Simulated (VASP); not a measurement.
Runs of VASP 6.6.1 on HfC. The structure is that of space group Fm-3m (No. 225), or close to it. The cells are those of the table. 

```csv
cell,gap on the mesh (eV),pressure (GPa)
"a = 3.288 Å, angles 60.0°, 2 atoms",none,(b)
"a = 3.321 Å, angles 60.0°, 2 atoms",none,(a)
"a = 3.353 Å, angles 60.0°, 2 atoms",none,-15.1
"a = 3.221 Å, angles 60.0°, 2 atoms",none,14.4
"a = 3.255 Å, angles 60.0°, 2 atoms",none,5.3
```

Alike in all rows: task single point; level r2SCAN; potentials or basis VASP PAW PBE potentials, release 64 (Hf_pv, C); no spin polarisation; k mesh 15 × 15 × 15; cutoff (eV) 520; smearing fermi-dirac 0.02 eV.

**Question.** Fill in the values left out.

**Answer.** (a) -9.3; (b) -1.7.

Caveats: the PAW data sets were made with another functional, which shifts forces and pressure a little; spin-orbit coupling is left out, which moves the levels of the heavy elements.

A k mesh can miss the band edges, and the runs leave out spin-orbit coupling on Hf.

A gap of «none» marks levels without a gap at the run's occupations.
